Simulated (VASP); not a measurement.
Here is a VASP 6.6.1 calculation.

Contents of INCAR:

```
SYSTEM = Ga
PREC = Accurate ; ENCUT = 600
EDIFF = 1E-7 ; ISMEAR = 0
SIGMA = 0.1 ; LREAL = .False.
LASPH = .True. ; NELM = 100
ALGO = Normal ; ISIF = 3
LWAVE = .False. ; LCHARG = .False.
GGA = PE ; IBRION = 2
NSW = 100 ; EDIFFG = -0.005
```

The input KPOINTS:

```
regular mesh
0
Gamma
  16 16 12
  0 0 0
```

File POSCAR:

```
Ga
1.0
    1.3830000000     -4.0265000000      0.0000000000
    1.3830000000      4.0265000000      0.0000000000
   -0.1174474948      0.0000000000      3.3299294416
Ga
2
Direct
    0.8690000000      0.1310000000      0.2500000000
    0.1310000000      0.8690000000      0.7500000000
```

Potentials or basis: VASP PAW PBE potentials, release 64 (Ga_d).

The run is started by

```console
$ cat potpaw_PBE.64/Ga_d/POTCAR > POTCAR
$ mpirun -np 1 vasp_std > vasp.out
```

(1) Estimate the band gap on the k mesh.

(2) What does it give for the relaxed cell?

(3) Predict the relaxed volume.

## Answers

(1) zero (bands 13 and 14 overlap by 8.06 eV).

(2) a = 4.272 Å, b = 4.272 Å, c = 3.390 Å, α = 90.93°, β = 90.93°, γ = 141.60°.

(3) 19.19 Å³/atom.
